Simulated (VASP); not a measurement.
A run of VASP 6.6.1:

The input INCAR:

```
SYSTEM = CsAs
PREC     = Accurate       ! precision mode
ENCUT    = 520            ! plane-wave cutoff, eV
EDIFF    = 1E-6           ! SCF threshold, eV
ISMEAR   = 0              ! smearing method
SIGMA    = 0.1            ! smearing width, eV
LREAL    = .False.        ! projectors in reciprocal space
LASPH    = .True.         ! aspherical terms in the spheres
NELM     = 100            ! most SCF steps
ALGO     = Normal         ! electronic algorithm
ISIF     = 2              ! what is computed and relaxed
LWAVE    = .False.        ! write WAVECAR
LCHARG   = .False.        ! write CHGCAR
GGA      = PE             ! functional
NBANDS   = 14             ! bands
```

The input KPOINTS:

```
regular mesh
0
Gamma
  18 18 10
  0 0 0
```

POSCAR

```
CsAs
1.0
    3.6709508416      0.0000000000      0.0000000000
   -1.8354754208      3.1791366849      0.0000000000
    0.0000000000      0.0000000000      5.9951449004
Cs As
1 1
Direct
    0.0000000000      0.0000000000      0.0000000000
    0.6666666667      0.3333333333      0.5000000000
```

Potentials or basis: VASP PAW PBE potentials, release 64 (Cs_sv, As).

Command:

```console
$ cat potpaw_PBE.64/Cs_sv/POTCAR potpaw_PBE.64/As/POTCAR > POTCAR
$ mpirun -np 1 vasp_std > vasp.out
```

Hardware: 1 thread of Intel(R) Xeon(R) Platinum 8259CL CPU @ 2.50GHz (Skylake/Cascade Lake) (shared host).

**Question.** Estimate the wall time of this run.

**Answer.** Wall time 2.2 min on 1 thread of Intel(R) Xeon(R) Platinum 8259CL CPU @ 2.50GHz (Skylake/Cascade Lake) (shared host), peak memory 0.36 GiB. Counts: scf iterations 13, k points 222.
